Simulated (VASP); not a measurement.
Input of a VASP 6.6.1 run:

INCAR

```
SYSTEM = NbTe
ALGO = Normal
EDIFF = 1E-6
ENCUT = 520
GGA = PE
ISIF = 2
ISMEAR = 0
LASPH = .True.
LCHARG = .True.
LELF = .True.
LREAL = .False.
LVHAR = .True.
LWAVE = .False.
NBANDS = 16
NELM = 60
PREC = Accurate
SIGMA = 0.014
```

Contents of KPOINTS:

```
k-points
0
Gamma
  8 8 8
  0 0 0
```

POSCAR

```
NbTe
1.0
    3.4257000000      0.0000000000      0.0000000000
    0.0000000000      3.4257000000      0.0000000000
    0.0000000000      0.0000000000      3.4257000000
Nb Te
1 1
Direct
    0.5000000000      0.5000000000      0.5000000000
    0.0000000000      0.0000000000      0.0000000000
```

Potentials or basis: VASP PAW PBE potentials, release 64 (Nb_sv, Te).

Launch:

```bash
$ cat potpaw_PBE.64/Nb_sv/POTCAR potpaw_PBE.64/Te/POTCAR > POTCAR
$ mpirun -np 1 vasp_std > vasp.out
```

(1) Estimate the pressure.

Results:

(1) -0.3 GPa.
